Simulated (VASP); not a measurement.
A run of VASP 6.6.1 is set up as follows.

The input POSCAR:

```
BeS
1.0
    0.0119227451      2.3143892382      2.3143892382
    2.3143892382      0.0119227451      2.3143892382
    2.3143892382      2.3143892382      0.0119227451
Be S
1 1
Direct
    0.0000000000      0.0000000000      0.0000000000
    0.5000000000      0.5000000000      0.5000000000
```

Contents of INCAR.step1:

```
PREC = Accurate
ENCUT = 520
ISMEAR = 0
SIGMA = 0.01
LREAL = False
LASPH = True
NELM = 60
NBANDS = 11
GGA = PE
ALGO = Normal
EDIFF = 1E-4
LWAVE = True
LCHARG = False
```

Contents of INCAR.step2:

```
PREC = Accurate
ENCUT = 520
EDIFF = 1E-6
ISMEAR = 0
SIGMA = 0.01
LREAL = False
LASPH = True
NELM = 60
ALGO = Normal
ISIF = 2
LWAVE = False
LCHARG = False
METAGGA = R2SCAN
LMIXTAU = True
NBANDS = 11
ISTART = 1
```

KPOINTS

```
Automatic mesh
0
Gamma
  10 10 10
```

Potentials or basis: VASP PAW PBE potentials, release 64 (Be, S).

The run is started by

```console
$ cat potpaw_PBE.64/Be/POTCAR potpaw_PBE.64/S/POTCAR > POTCAR
$ cp INCAR.step1 INCAR
$ mpirun -np 1 vasp_std > vasp.out
$ cp INCAR.step2 INCAR
$ mpirun -np 1 vasp_std > vasp.out
```

**Question.** Estimate the band gap on the k mesh.

**Answer.** 1.35 eV (least direct gap 4.60 eV).

**Question.** Predict the pressure.

**Answer.** 1.2 GPa.

Stress tensor (GPa, compression positive):
```
 1.19 -0.65 -0.65
-0.65  1.19 -0.65
-0.65 -0.65  1.19
```

Caveat: the cell differs from its parent crystal (epitaxial 111 strain -0.6%); the structure was generated, so it needn't be the stable form of BeS; the PAW data sets were made with another functional, which shifts forces and pressure a little. A k mesh can miss the band edges.
